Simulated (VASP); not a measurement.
Set up this calculation in VASP 6.6.1, as the native input.

```yaml
Task: single point
Functional: PBE
Potentials_or_basis: VASP PAW PBE potentials, release 64 (Pt)
Cutoff: 520 eV
k_mesh: 10 × 10 × 10
Occupations: fermi-dirac, width 0.05 eV
Spin: no spin polarisation
Dipole_correction: no
Further_INCAR_settings: ALGO = Normal; EDIFF = 1e-06; NBANDS = 11
```

The structure of Pt lies in POSCAR:

```
Pt
1.0
    0.0196090000      1.9609000000      1.9609000000
    1.9609000000      0.0196090000      1.9609000000
    1.9805090000      1.9805090000      0.0000000000
Pt
1
Direct
    0.0000000000      0.0000000000      0.0000000000
```

These files were run (other wordings do the same):

INCAR

```
SYSTEM = Pt
PREC = Accurate
ENCUT = 520
EDIFF = 1E-6
ISMEAR = -1
SIGMA = 0.05
LREAL = .FALSE.
LASPH = .TRUE.
NELM = 60
ALGO = Normal
ISIF = 2
LWAVE = .FALSE.
LCHARG = .FALSE.
GGA = PE
NBANDS = 11
```

KPOINTS

```
regular mesh
0
G
  10 10 10
  0 0 0
```

Potentials or basis: VASP PAW PBE potentials, release 64 (Pt).

The run is started by

```bash
$ cat potpaw_PBE.64/Pt/POTCAR > POTCAR
$ mpirun -np 1 vasp_std > vasp.out
```

Results of the run:

```json
{
 "Pressure": "9.9 GPa",
 "Band gap on the k mesh": "zero (band 5 reaches 11.78 eV, above the bottom of band 6 at 9.55 eV)"
}
```

Caveat: spin-orbit coupling is left out, which moves the levels of the heavy elements.

Wall time 46 s on 1 thread of Intel Xeon 8259CL, on a shared host, peak memory 0.16 GiB.
